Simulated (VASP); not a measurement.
# TiSi16 (a cell with a defect) in VASP: further runs, part 2 of 3

VASP 6.6.1. The steps go on from the part before.

## 3. Single point, PBE

INCAR

```
SYSTEM = TiSi16
ALGO     = Normal         ! electronic algorithm
EDIFF    = 1E-6           ! SCF threshold, eV
ENCUT    = 400            ! plane-wave cutoff, eV
GGA      = PE             ! functional
GGA_COMPAT= .FALSE.      
ISIF     = 2              ! what is computed and relaxed
ISMEAR   = -1             ! smearing method
LASPH    = .TRUE.         ! aspherical terms in the spheres
LCHARG   = .FALSE.        ! write CHGCAR
LREAL    = .FALSE.        ! projectors in reciprocal space
LWAVE    = .FALSE.        ! write WAVECAR
NBANDS   = 52             ! bands
NELM     = 120            ! most SCF steps
PREC     = Accurate       ! precision mode
SIGMA    = 0.02           ! smearing width, eV
```

KPOINTS

```
k-points
0
G
  2 2 2
  0 0 0
```

POSCAR

```
TiSi16
1.0
    0.0000000000      5.4300000000      5.4300000000
    5.4300000000      0.0000000000      5.4300000000
    5.4300000000      5.4300000000      0.0000000000
Si Ti
16 1
Direct
    0.0146040516     -0.0127624309     -0.0136464088
    0.0874677716      0.1384254144      0.1452025783
    0.0089686924      0.0313627993      0.5134806630
    0.1677163904      0.1428545120      0.6260957643
   -0.1098987109      0.5241528545      0.0735082873
    0.0955985267      0.6094106814      0.1399447514
   -0.0299079190      0.5180294659      0.5303314917
    0.1090883978      0.6520165746      0.6479650092
    0.4574769797      0.0634254144     -0.0177716390
    0.6529926335      0.1390147330      0.0811325967
    0.5579097606      0.0602302026      0.4338213628
    0.6501012891      0.1838766114      0.6057550645
    0.4867403315      0.4901473297     -0.0252670350
    0.4928913444      0.6769613260      0.1379373849
    0.4511694291      0.5564180479      0.4711325967
    0.5947697974      0.6636095764      0.5902394107
    0.7238858195      0.7846777164      0.7467219153
```

Potentials or basis: VASP PAW PBE potentials, release 64 (Si, Ti_sv).

The run is started by

```console
> cat potpaw_PBE.64/Si/POTCAR potpaw_PBE.64/Ti_sv/POTCAR > POTCAR
> mpirun -np 1 vasp_std > vasp.out
```

OUTCAR:

```text
SYSTEM = TiSi16
   EDIFF = 1E-6
   ENCUT = 400
   GGA = PE
   ISIF = 2
   ISMEAR = -1
   LASPH = .TRUE.
   LREAL = .FALSE.
   NELM = 120
   PREC = Accurate

 ion  position               nearest neighbor table
   1  0.015  0.987  0.986-  10 2.28   4 2.30   6 2.39   2 2.43
   2  0.087  0.138  0.145-   9 2.35   3 2.35   1 2.43   5 2.47
   3  0.009  0.031  0.513-  12 2.26   2 2.35   8 2.39   4 2.41  17 2.90
   4  0.168  0.143  0.626-   1 2.30   7 2.40   3 2.41  11 2.48
   5  0.890  0.524  0.074-   6 2.31   2 2.47  14 2.53   8 2.72  17 2.75
   6  0.096  0.609  0.140-   5 2.31   1 2.39  13 2.46   7 2.47
   7  0.970  0.518  0.530-  16 2.39   4 2.40   8 2.45   6 2.47  17 2.63
   8  0.109  0.652  0.648-  15 2.19   3 2.39  17 2.42   7 2.45   5 2.72
   9  0.457  0.063  0.982-   2 2.35  10 2.37  12 2.41  14 2.51  17 2.80
  10  0.653  0.139  0.081-  13 2.23  11 2.25   1 2.28   9 2.37
  11  0.558  0.060  0.434-  10 2.25  12 2.45   4 2.48  16 2.57  17 2.68
  12  0.650  0.184  0.606-   3 2.26   9 2.41  15 2.42  11 2.45  17 2.54
  13  0.487  0.490  0.975-  10 2.23  14 2.36  16 2.43   6 2.46  17 2.91
  14  0.493  0.677  0.138-  15 2.15  13 2.36   9 2.51   5 2.53  17 2.55
  15  0.451  0.556  0.471-  14 2.15   8 2.19  16 2.32  12 2.42
[... 210 lines left out ...]
      3     -26.3462      2.00000
      4     -26.3227      2.00000
      5      -5.7018      2.00000
      6      -3.6451      2.00000
[... 413 lines left out ...]
     49       9.6699      0.00000
     50      10.2313      0.00000
 [bands above 50 left out]

------------------------ aborting loop because EDIFF is reached ----------------------------------------

  FORCE on cell =-STRESS in cart. coord.  units (eV):
  Direction    XX          YY          ZZ          XY          YZ          ZX
  --------------------------------------------------------------------------------------
  -------------------------------------------------------------------------------------
  Total        5.2477838      7.2926229     -1.0285782      0.0885181      0.2654491     -2.2608229
  in kB       26.2577214     36.4892429     -5.1465765      0.4429075      1.3281965    -11.3122145
  external PRESSURE =      19.2001293 kB  Pullay stress =       0.0000000 kB

 VOLUME and BASIS-vectors are now :
 -----------------------------------------------------------------------------
  energy-cutoff  :      400.00
  volume of cell :      320.21
      direct lattice vectors                 reciprocal lattice vectors
     0.000000000  5.430000000  5.430000000    -0.092081031  0.092081031  0.092081031
     5.430000000  0.000000000  5.430000000     0.092081031 -0.092081031  0.092081031
     5.430000000  5.430000000  0.000000000     0.092081031  0.092081031 -0.092081031

 POSITION                                       TOTAL-FORCE (eV/Angst)
 -----------------------------------------------------------------------------------
     10.71660      5.43520      5.44000         0.114598      1.223086      0.289921
      1.54010      1.26340      1.22660         0.216300     -0.701848      0.001424
      2.95850      2.83690      0.21900        -0.632715      0.565994      0.545875
      4.17540      4.31040      1.68640        -0.379609     -0.708862      0.452052
      3.24530      5.23240      7.67940        -1.339936     -0.137231      0.151725
      4.06900      1.27900      3.82820         0.623803      0.589745      0.532540
[... 9 lines left out ...]
      6.80840      6.43460      6.83300         0.388826      0.644011      0.489692
      8.31550      7.98540      8.19150         0.592696     -0.028870     -0.423246
 -----------------------------------------------------------------------------------
    total drift:                               -0.000366      0.000183      0.000344

  FREE ENERGIE OF THE ION-ELECTRON SYSTEM (eV)
  ---------------------------------------------------
  free  energy   TOTEN  =       -90.2483030866 eV

  energy  without entropy=      -90.2329939771  energy(sigma->0) =      -90.24064853
```

OSZICAR:

```text
N       E                     dE             d eps       ncg     rms          rms(c)
DAV:   1     0.276671115294E+03    0.27667E+03   -0.26521E+04   880   0.103E+03
DAV:   2    -0.620516443467E+02   -0.33872E+03   -0.32323E+03   988   0.217E+02
DAV:   3    -0.912467880180E+02   -0.29195E+02   -0.28251E+02  1204   0.588E+01
DAV:   4    -0.933074196984E+02   -0.20606E+01   -0.20416E+01  1248   0.136E+01
DAV:   5    -0.933899691757E+02   -0.82549E-01   -0.82487E-01  1128   0.232E+00    0.178E+01
DAV:   6    -0.933900381430E+02   -0.68967E-04   -0.24709E+01  1164   0.228E+01    0.186E+01
DAV:   7    -0.909539635875E+02    0.24361E+01   -0.33623E+01  1136   0.302E+01    0.931E+00
DAV:   8    -0.903351367326E+02    0.61883E+00   -0.20636E+00   996   0.600E+00    0.268E+00
DAV:   9    -0.902498965389E+02    0.85240E-01   -0.41840E-01  1176   0.267E+00    0.747E-01
DAV:  10    -0.902473714513E+02    0.25251E-02   -0.41085E-02  1128   0.768E-01    0.453E-01
DAV:  11    -0.902482600283E+02   -0.88858E-03   -0.50857E-03  1080   0.286E-01    0.257E-01
DAV:  12    -0.902482717911E+02   -0.11763E-04   -0.12843E-03  1104   0.177E-01    0.665E-02
DAV:  13    -0.902482997987E+02   -0.28008E-04   -0.13539E-04  1120   0.522E-02    0.239E-02
DAV:  14    -0.902483018148E+02   -0.20161E-05   -0.17281E-05  1096   0.171E-02    0.639E-03
DAV:  15    -0.902483028801E+02   -0.10653E-05   -0.15869E-06   712   0.522E-03    0.279E-03
DAV:  16    -0.902483030866E+02   -0.20651E-06   -0.48849E-07   528   0.316E-03
   1 F= -.90248303E+02 E0= -.90240649E+02  d E =-.153091E-01
```

Run time: 88 s. Hardware: 1 thread of AMD EPYC 9R45 (Zen 5), shared host; peak memory 0.33 GiB.

Results:

```yaml
Free_energy: -90.2483 eV
Pressure: 1.9 GPa
Largest_force: 2.607 eV/Å
Band_gap_on_the_k_mesh: zero (bands 38 and 39 overlap by 0.33 eV)
```

Forces in eV/Å, atoms in the order of the input:
```
Si   0.115  1.223  0.290
Si   0.216 -0.702  0.001
Si  -0.633  0.566  0.546
Si  -0.380 -0.709  0.452
Si  -1.340 -0.137  0.152
Si   0.624  0.590  0.533
Si  -1.301 -0.109  0.399
Si   1.192 -0.477 -1.603
Si  -0.465  0.364 -0.163
Si  -0.771 -0.316 -0.663
Si   1.007  0.340 -1.716
Si   0.888 -1.054 -0.461
Si   1.024 -1.493  0.577
Si  -1.065 -1.297  1.810
Si  -0.092  2.596 -0.221
Si   0.389  0.644  0.490
Ti   0.593 -0.029 -0.423
```

Stress tensor (GPa, compression positive):
```
 2.63  0.04 -1.13
 0.04  3.65  0.13
-1.13  0.13 -0.51
```

Caveat: the k points lie up to 0.50 Å⁻¹ apart.

## 4. Single point, PBE

INCAR

```
ALGO = Normal
EDIFF = 1E-6
ENCUT = 400
GGA = PE
GGA_COMPAT = F
ISIF = 2
ISMEAR = -1
LASPH = T
LCHARG = F
LREAL = F
LWAVE = F
NBANDS = 52
NELM = 120
PREC = Accurate
SIGMA = 0.02
```

KPOINTS

```
k-points
0
Gamma
  2 2 2
```

POSCAR

```
TiSi16
1.0
    0.0000000000      5.4300000000      5.4300000000
    5.4300000000      0.0000000000      5.4300000000
    5.4300000000      5.4300000000      0.0000000000
Si Ti
16 1
Direct
   -0.0451012891      0.0151012891      0.0254327808
    0.0934069982      0.1633333333      0.1113996317
    0.0038950276      0.0078913444      0.4831767956
    0.1185635359      0.1195948435      0.6515285451
   -0.0883701657      0.5323480663      0.0274677716
    0.0574493554      0.6404696133      0.1446132597
   -0.0020441989      0.4998342541      0.5099631676
    0.1322744015      0.6291436464      0.6215745856
    0.4713443831      0.0055248619      0.0140331492
    0.5790791897      0.1465745856      0.1455801105
    0.4810128913      0.0151012891      0.5191160221
    0.6310957643      0.1293646409      0.6435819521
    0.4182965009      0.5278360958     -0.0156813996
    0.5247145488      0.6297237569      0.1569060773
    0.4998434622      0.5019060773      0.4937845304
    0.6269429098      0.6021178637      0.6286372007
    0.7116574586      0.7566298343      0.7617679558
```

Potentials or basis: VASP PAW PBE potentials, release 64 (Si, Ti_sv).

The run is started by

```console
> cat potpaw_PBE.64/Si/POTCAR potpaw_PBE.64/Ti_sv/POTCAR > POTCAR
> mpirun -np 1 vasp_std > vasp.out
```

OUTCAR:

```text
EDIFF = 1E-6
   ENCUT = 400
   GGA = PE
   ISIF = 2
   ISMEAR = -1
   LASPH = T
   LREAL = F
   NELM = 120
   PREC = Accurate

 ion  position               nearest neighbor table
   1  0.955  0.015  0.025-   2 2.35  10 2.36   6 2.36   4 2.36
   2  0.093  0.163  0.111-   3 2.34   5 2.35   1 2.35   9 2.38
   3  0.004  0.008  0.483-   2 2.34  12 2.35   8 2.38   4 2.49  17 2.96
[... 648 lines left out ...]
  -------------------------------------------------------------------------------------
  Total        6.8952063      8.8809373      4.2290871      1.1022327      0.4295271     -1.5538439
  in kB       34.5007362     44.4365060     21.1605880      5.5151125      2.1491746     -7.7747867
  external PRESSURE =      33.3659434 kB  Pullay stress =       0.0000000 kB

 VOLUME and BASIS-vectors are now :
 -----------------------------------------------------------------------------
  energy-cutoff  :      400.00
  volume of cell :      320.21
      direct lattice vectors                 reciprocal lattice vectors
     0.000000000  5.430000000  5.430000000    -0.092081031  0.092081031  0.092081031
     5.430000000  0.000000000  5.430000000     0.092081031 -0.092081031  0.092081031
     5.430000000  5.430000000  0.000000000     0.092081031  0.092081031 -0.092081031

 POSITION                                       TOTAL-FORCE (eV/Angst)
 -----------------------------------------------------------------------------------
      0.22010      5.32320      5.26710        -0.092722     -0.163618      0.191776
      1.49180      1.11210      1.39410        -0.222623      0.240723     -0.483681
      2.66650      2.64480      0.06400         0.480345      0.854747      0.393997
      4.18720      4.18160      1.29320         0.041064     -1.158813     -0.800590
      3.03980      5.09930      7.84080        -0.777614      0.387346      0.445116
      4.26300      1.09720      3.78970         0.726733     -0.377322      0.117232
[... 9 lines left out ...]
      6.68300      6.81780      6.67380        -0.193663     -1.108990     -0.008143
      8.24490      8.00070      7.97280        -0.134781      1.001717      0.284057
 -----------------------------------------------------------------------------------
    total drift:                                0.000029     -0.000114     -0.000030

  FREE ENERGIE OF THE ION-ELECTRON SYSTEM (eV)
  ---------------------------------------------------
  free  energy   TOTEN  =       -91.1722897972 eV

  energy  without entropy=      -91.1571269354  energy(sigma->0) =      -91.16470837
```

OSZICAR:

```text
N       E                     dE             d eps       ncg     rms          rms(c)
DAV:   1     0.278766759369E+03    0.27877E+03   -0.26571E+04   880   0.103E+03
DAV:   2    -0.624372679739E+02   -0.34120E+03   -0.32554E+03   972   0.217E+02
DAV:   3    -0.919312702827E+02   -0.29494E+02   -0.28672E+02  1216   0.590E+01
DAV:   4    -0.940093366304E+02   -0.20781E+01   -0.20570E+01  1256   0.135E+01
DAV:   5    -0.940834702913E+02   -0.74134E-01   -0.74027E-01  1096   0.225E+00    0.185E+01
DAV:   6    -0.933493917894E+02    0.73408E+00   -0.18138E+01  1152   0.203E+01    0.146E+01
DAV:   7    -0.919444430050E+02    0.14049E+01   -0.21979E+01  1136   0.246E+01    0.934E+00
DAV:   8    -0.912612575618E+02    0.68319E+00   -0.15088E+00  1020   0.563E+00    0.287E+00
DAV:   9    -0.911695297999E+02    0.91728E-01   -0.47199E-01  1280   0.292E+00    0.624E-01
DAV:  10    -0.911706205242E+02   -0.10907E-02   -0.23321E-02  1048   0.580E-01    0.448E-01
DAV:  11    -0.911721289587E+02   -0.15084E-02   -0.40291E-03  1032   0.268E-01    0.248E-01
DAV:  12    -0.911722407647E+02   -0.11181E-03   -0.15405E-03  1096   0.197E-01    0.516E-02
DAV:  13    -0.911722896918E+02   -0.48927E-04   -0.13773E-04  1040   0.564E-02    0.246E-02
DAV:  14    -0.911722879349E+02    0.17568E-05   -0.19349E-05  1056   0.192E-02    0.941E-03
DAV:  15    -0.911722896143E+02   -0.16794E-05   -0.38154E-06  1024   0.755E-03    0.340E-03
DAV:  16    -0.911722897972E+02   -0.18283E-06   -0.50330E-07   520   0.344E-03
   1 F= -.91172290E+02 E0= -.91164708E+02  d E =-.151629E-01
```

stdout:

```text
POSCAR found type information on POSCAR SiTi
 POSCAR found :  2 types and      17 ions
 scaLAPACK will be used
 -----------------------------------------------------------------------------
|                                                                             |
|                                                                             |
|     You have a (more or less) 'large supercell' and for larger cells it     |
|     might be more efficient to use real-space projection operators.         |
|     Therefore, try LREAL= Auto in the INCAR file.                           |
|     Mind: For very accurate calculation, you might also keep the            |
|     reciprocal projection scheme (i.e. LREAL=.FALSE.).                      |
|                                                                             |
 -----------------------------------------------------------------------------

 LDA part: xc-table for (Slater+PW92), standard interpolation
 POSCAR, INCAR and KPOINTS ok, starting setup
 FFT: planning ... GRIDC
 FFT: planning ... GRID_SOFT
 FFT: planning ... GRID
 WAVECAR not read
 entering main loop
```

It took 86 s on 1 thread of AMD EPYC 9R45 (Zen 5), shared host; peak memory 0.33 GiB.

Results:

```
Free energy            : -91.1723 eV
Pressure               : 3.3 GPa
Largest force          : 1.639 eV/Å
Band gap on the k mesh : zero (bands 38 and 39 overlap by 0.22 eV)
```

Forces in eV/Å, atoms in the order of the input:
```
Si  -0.093 -0.164  0.192
Si  -0.223  0.241 -0.484
Si   0.480  0.855  0.394
Si   0.041 -1.159 -0.801
Si  -0.778  0.387  0.445
Si   0.727 -0.377  0.117
Si  -0.601  0.469 -0.198
Si   0.726 -0.324 -0.551
Si   0.765  0.118 -0.223
Si  -0.278 -0.410  0.177
Si  -0.635  0.177  0.084
Si   0.703 -1.081  0.893
Si  -0.421  1.580 -0.113
Si  -0.329 -1.059  0.680
Si   0.243  0.855 -0.888
Si  -0.194 -1.109 -0.008
Ti  -0.135  1.002  0.284
```

Caveat: the k points lie up to 0.50 Å⁻¹ apart.

(Continued in part 3 of 3.)
